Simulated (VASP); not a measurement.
Set up this calculation in VASP 6.6.1, as the native input.

```yaml
Task: single point
Functional: PBE
Potentials_or_basis: VASP PAW PBE potentials, release 64 (Ru_pv)
Cutoff: 520 eV
k_mesh: 11 × 11 × 6
Occupations: gaussian, width 0.017 eV
Spin: no spin polarisation
Dipole_correction: no
Further_INCAR_settings: ALGO = Normal; EDIFF = 1e-06; NBANDS = 21
```

The structure of Ru lies in POSCAR:

```
Ru
1.0
    2.7058000000      0.0000000000      0.0000000000
   -1.3529000000      2.3432915376      0.0000000000
    0.0000000000      0.0000000000      4.2819000000
Ru
2
Direct
    0.6666666667      0.3333333333      0.7500000000
    0.3333333333      0.6666666667      0.2500000000
```

One way to write it, as run:

INCAR

```
SYSTEM = Ru
  PREC = Accurate
  ENCUT = 520
  EDIFF = 1E-6
  ISMEAR = 0
  SIGMA = 0.017
  LREAL = .FALSE.
  LASPH = .TRUE.
  NELM = 80
  ALGO = Normal
  ISIF = 2
  LWAVE = .FALSE.
  LCHARG = .TRUE.
  GGA = PE
  LELF = .TRUE.
  LVHAR = .TRUE.
  NBANDS = 21
```

KPOINTS

```
Automatic mesh
0
G
  11 11 6
  0 0 0
```

Potentials or basis: VASP PAW PBE potentials, release 64 (Ru_pv).

Command:

```sh
$ cat potpaw_PBE.64/Ru_pv/POTCAR > POTCAR
$ mpirun -np 1 vasp_std > vasp.out
```

It gave:

- Pressure: 4.4 GPa
- Band gap on the k mesh: zero (band 14 reaches 14.34 eV, above the bottom of band 15 at 11.27 eV)

Run time: 23 s on 1 thread of Intel(R) Xeon(R) Platinum 8259CL CPU @ 2.50GHz (Skylake/Cascade Lake), with other jobs on the host, peak memory 0.15 GiB.
